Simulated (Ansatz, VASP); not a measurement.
**Cr in VASP and in Ansatz**

```xyz
1
Lattice="-1.4077 1.4077 1.4077 1.4077 -1.4077 1.4077 1.4077 1.4077 -1.4077" Properties=species:S:1:pos:R:3 pbc="T T T"
Cr    0.0000    0.0000    0.0000
```

Alike in both runs: functional PBEsol; k mesh 10 × 10 × 10; occupations gaussian, width 0.1 eV; no spin polarisation.

Ansatz relaxed the structure, and its values are those at the end. VASP's run is a single point on that final structure, the one shown.

|  | VASP | Ansatz |
| --- | --- | --- |
| version | VASP 6.6.1 | Ansatz 0.2.0 |
| potentials or method | VASP PAW PBE potentials, release 64 (Cr_pv), cutoff 500 eV | scalar-relativistic, plane waves, PAW |
| valence electrons in the cell | 12 | 14 |

```csv
,VASP,Ansatz,Ansatz less VASP
gap on the k mesh at the Fermi level (eV),none,none,-
pressure (GPa),-0.5,0.2,+0.73
```

VASP's potentials were made for PBE, not for PBEsol. A gap of «none» marks a metal or a gap that the smearing closes. VASP's potentials hold 12 valence electrons a cell and Ansatz's 14, so a difference there can come from the potentials and not from the codes.
